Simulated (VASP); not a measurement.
Write the native input for VASP 6.6.1 that does the following.

* Task: single point
* Functional: PBE
* Potentials or basis: VASP PAW PBE potentials, release 64 (Mg_sv, O)
* Cutoff: 840 eV
* k mesh: 8 × 8 × 8
* Occupations: gaussian, width 0.01 eV
* Spin: no spin polarisation
* Dipole correction: no
* Further INCAR settings: ALGO = Normal; EDIFF = 1e-06; NBANDS = 15

The structure of MgO lies in POSCAR:

```
MgO
1.0
    0.0000000000      2.1765626234      2.1765626234
    2.1765626234      0.0000000000      2.1765626234
    2.1765626234      2.1765626234      0.0000000000
Mg O
1 1
Direct
    0.0000000000      0.0000000000      0.0000000000
    0.5000000000      0.5000000000      0.5000000000
```

The input as run:

INCAR

```
ALGO = Normal
EDIFF = 1E-6
ENCUT = 840
GGA = PE
GGA_COMPAT = F
ISIF = 2
ISMEAR = 0
LASPH = T
LCHARG = F
LREAL = F
LWAVE = F
NBANDS = 15
NELM = 120
PREC = Accurate
SIGMA = 0.01
```

KPOINTS

```
k-points
0
Gamma
  8 8 8
```

Potentials or basis: VASP PAW PBE potentials, release 64 (Mg_sv, O).

The run is started by

```console
$ cat potpaw_PBE.64/Mg_sv/POTCAR potpaw_PBE.64/O/POTCAR > POTCAR
$ mpirun -np 1 vasp_std > vasp.out
```

It gave:

```json
{
  "Pressure": "-9.0 GPa",
  "Band gap on the k mesh": "3.84 eV"
}
```

Caveat: the cell stands under tension.

It took 15 s on 1 thread of Intel(R) Xeon(R) Platinum 8375C CPU @ 2.90GHz (Ice Lake), with other jobs on the host, peak memory 0.16 GiB.
